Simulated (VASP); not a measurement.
# Pb (Fm-3m) in VASP: settings compared, part 2 of 3

VASP 6.6.1.

### Step 3. Relaxation of cell and atoms, revPBE+D4

The input, INCAR:

```
  PREC = Accurate
  ENCUT = 500
  EDIFF = 1E-7
  ISMEAR = -1
  SIGMA = 0.05
  LREAL = False
  LASPH = True
  NELM = 120
  ALGO = Normal
  ISIF = 3
  LWAVE = False
  LCHARG = False
  GGA = RE
  IVDW = 13
  IBRION = 2
  NSW = 60
  EDIFFG = -0.01
  GGA_COMPAT = False
  NELMIN = 4
```

The input, KPOINTS:

```
regular mesh
0
Gamma
  9 9 9
```

The input, POSCAR:

```
Pb
1.0
    0.0000000000      2.4750200000      2.4750200000
    2.4750200000      0.0000000000      2.4750200000
    2.4750200000      2.4750200000      0.0000000000
Pb
1
Direct
    0.0000000000      0.0000000000      0.0000000000
```

Potentials or basis: VASP PAW PBE potentials, release 64 (Pb_d).

The run is started by

```
> cat potpaw_PBE.64/Pb_d/POTCAR > POTCAR
> mpirun -np 1 vasp_std > vasp.out
```

OUTCAR:

```text
PREC = Accurate
   ENCUT = 500
   EDIFF = 1E-7
   ISMEAR = -1
   LREAL = False
   LASPH = True
   NELM = 120
   ISIF = 3
   GGA = RE
   IVDW = 13
   IBRION = 2
   NSW = 60
   EDIFFG = -0.01
   NELMIN = 4

 ion  position               nearest neighbor table
   1  0.000  0.000  0.000-

  LATTYP: Found a face centered cubic cell.
 ALAT       =     4.9500400000

  Lattice vectors:

 A1 = (   0.0000000000,   2.4750200000,   2.4750200000)
 A2 = (   2.4750200000,   0.0000000000,   2.4750200000)
 A3 = (   2.4750200000,   2.4750200000,   0.0000000000)

Analysis of symmetry for initial positions (statically):
[... 5 lines left out ...]
 face centered cubic supercell.

 Subroutine GETGRP returns: Found 48 space group operations
 (whereof 48 operations were pure point group operations)
 out of a pool of 48 trial point group operations.

The static configuration has the point symmetry O_h .

Analysis of symmetry for dynamics (positions and initial velocities):
[... 5 lines left out ...]
 face centered cubic supercell.

 Subroutine GETGRP returns: Found 48 space group operations
 (whereof 48 operations were pure point group operations)
 out of a pool of 48 trial point group operations.

The dynamic configuration has the point symmetry O_h .

 Subroutine INISYM returns: Found 48 space group operations
 (whereof 48 operations are pure point group operations),
 and found     1 'primitive' translations

----------------------------------------------------------------------------------------

                                     Primitive cell

  volume of cell :      30.3226

  direct lattice vectors                    reciprocal lattice vectors
     0.000000000  2.475020000  2.475020000    -0.202018570  0.202018570  0.202018570
     2.475020000  0.000000000  2.475020000     0.202018570 -0.202018570  0.202018570
     2.475020000  2.475020000  0.000000000     0.202018570  0.202018570 -0.202018570

  length of vectors
     3.500206851  3.500206851  3.500206851     0.349906427  0.349906427  0.349906427

[... 86 lines left out ...]
   POTIM  = 0.5000    time-step for ionic-motion
   TEBEG  =    0.0;   TEEND  =   0.0 temperature during run
   PSTRESS=    0.0 pullay stress
   NELECT =      14.0000    total number of electrons
   NUPDOWN=      -1.0000    fix difference up-down
   EMIN   =  10.00;   EMAX   =-10.00  energy-range for DOS
   EFERMI =   0.00;   METHOD = LEGACY
   ISMEAR =    -1;   SIGMA  =   0.05  broadening in eV -4-tet -1-fermi 0-gaus
   EFERMI_NEDOS =   21; number of points for ismear=-14 and -15
   IALGO  =     38    algorithm
   IMIX   =      4    mixing-type and parameters
     AMIX     =   0.40;   BMIX     =  1.00
     AMIX_MAG =   1.60;   BMIX_MAG =  1.00
  volume/ion in A,a.u.               =      30.32       204.63
  Fermi-wavevector in a.u.,A,eV,Ry     =   1.265306  2.391081 21.782907  1.600999
  Thomas-Fermi vector in A             =   2.398566
   LORBIT       =      0    0 simple, 1 ext, 2 COOP (PROOUT), +10 PAW based schemes
   GGA     = RE    functional components
   LHFCALC =     F    Hartree Fock is set to
   AEXX    =    0.0000 exact exchange contribution
   IVDW    =    13    specifies the selected vdW correction
   LEPSILON=     F    determine dielectric tensor
   LRPA    =     F    only Hartree local field effects (RPA)
 conjugate gradient relaxation of ions
 non-spin polarized calculation
  energy-cutoff  :      500.00
  volume of cell :       30.32
 maximum number of plane-waves:       779
 NGX is ok and might be reduce to    28
   NGX = 13   NGY = 13   NGZ = 13

--------------------------------------- Ionic step        1  -------------------------------------------

 number of electron      13.9999999 magnetization

 Free energy of the ion-electron system (eV)
  ---------------------------------------------------
  ext. energy  EPLUGINS =         0.00000000
  ---------------------------------------------------
  free energy    TOTEN  =        -3.23657340 eV

  energy without entropy =       -3.23347241  energy(sigma->0) =       -3.23502291

------------------------ aborting loop because EDIFF is reached ----------------------------------------

  DFT-D4 for vdW energy calculation

  Edisp (eV):   -0.59731
[... 69 lines left out ...]
--------------------------------------- Ionic step        3  -------------------------------------------

 number of electron      14.0000000 magnetization

 Free energy of the ion-electron system (eV)
  ---------------------------------------------------
  ext. energy  EPLUGINS =         0.00000000
  ---------------------------------------------------
  free energy    TOTEN  =        -3.24015690 eV

  energy without entropy =       -3.23702179  energy(sigma->0) =       -3.23858934

 E-fermi :   7.1707     XC(G=0): -10.0868

 val. band max:        6.9465100316   @ k =  -0.3333   0.3333   0.1111
 cond. band min:       7.1784592025   @ k =  -0.2222   0.3333   0.1111
 fundamental gap:      0.2319491709
 Fermi energy:         7.1707430304

 k-point     1 :       0.0000    0.0000    0.0000
  band No.  band energies     occupation
      1      -9.8124      2.00000
      2      -9.8124      2.00000
      3      -9.8124      2.00000
      4      -9.6761      2.00000
      5      -9.6761      2.00000
      6      -4.4014      2.00000
      7      14.6990      0.00000
      8      14.6990      0.00000
      9      14.6990      0.00000
     10      17.0403      0.00000
     11      18.5447      0.00000
[... 309 lines left out ...]
 k-point    24 :       0.4444    0.4444    0.0000
  band No.  band energies     occupation
      1      -9.9669      2.00000
      2      -9.8770      2.00000
      3      -9.5592      2.00000
      4      -9.5207      2.00000
      5      -9.5207      2.00000
      6       0.1584      2.00000
      7       4.6118      2.00000
      8       9.4609      0.00000
      9       9.4609      0.00000
     10      12.7459      0.00000
     11      13.9587      0.00000

 [... further k-points ...]

------------------------ aborting loop because EDIFF is reached ----------------------------------------

  DFT-D4 for vdW energy calculation

  Edisp (eV):   -0.59388
[... 24 lines left out ...]
  FREE ENERGIE OF THE ION-ELECTRON SYSTEM (eV)
  ---------------------------------------------------
  free  energy   TOTEN  =        -3.8340330225 eV

  energy  without entropy=       -3.8308979155  energy(sigma->0) =       -3.83246547

 reached required accuracy - stopping structural energy minimisation
```

OSZICAR:

```text
N       E                     dE             d eps       ncg     rms          rms(c)
DAV:   1     0.100223205629E+03    0.10022E+03   -0.72566E+03   782   0.146E+03
DAV:   2     0.140634229873E+01   -0.98817E+02   -0.97243E+02   785   0.325E+02
DAV:   3    -0.313476332269E+01   -0.45411E+01   -0.44903E+01   944   0.798E+01
[... 21 lines left out ...]
DAV:   2    -0.324022273606E+01    0.48669E-03   -0.94652E-04   881   0.677E-01    0.435E-02
DAV:   3    -0.324015349717E+01    0.69239E-04   -0.28066E-04   967   0.353E-01    0.339E-03
DAV:   4    -0.324015486090E+01   -0.13637E-05   -0.31362E-06   785   0.203E-02    0.195E-03
DAV:   5    -0.324015693028E+01   -0.20694E-05   -0.17257E-06   785   0.116E-02    0.105E-03
DAV:   6    -0.324015689776E+01    0.32516E-07   -0.77602E-08   575   0.557E-03
   3 F= -.38340330E+01 E0= -.38324655E+01  d E =-.147015E-03
```

It took 34 s on 1 thread of Intel Xeon Platinum 8259CL at 2.50GHz (Skylake/Cascade Lake), shared host; peak memory 0.16 GiB.

Results:

```
Free energy                            : -3.8340 eV
Relaxed volume                         : 30.50 Å³/atom
Relaxed cell                           : a = 3.507 Å, b = 3.507 Å, c = 3.507 Å, α = 60.00°, β = 60.00°, γ = 60.00°
Space group after relaxing (to 0.05 Å) : Fm-3m (No. 225)
Energy gained by relaxing              : 0.1 meV/atom
Ionic steps                            : 3
Pressure after relaxing                : 0.0 GPa
Band gap on the k mesh                 : zero (band 7 reaches 14.70 eV, above the bottom of band 8 at 5.78 eV)
Dispersion energy per atom             : -0.594 eV
```

The path:
```
step  energy change (eV)  largest force (eV/Å)  pressure (GPa)  volume (Å³)
   1              0.0000                0.0000            0.28        30.32
   2             -0.0001                0.0000           -0.07        30.56
   3             -0.0001                0.0000            0.01        30.50
```

Final structure:
```
CELL_PARAMETERS angstrom
0.00000 2.47987 2.47987
2.47987 0.00000 2.47987
2.47987 2.47987 0.00000
ATOMIC_POSITIONS crystal
Pb 0.00000 0.00000 0.00000
```

Caveat: the PAW data sets were made with another functional, which shifts forces and pressure a little; spin-orbit coupling is left out, which moves the levels of the heavy elements; pairwise dispersion overbinds metals, which lowers pressure and volume.

[end of part 2 of 3]
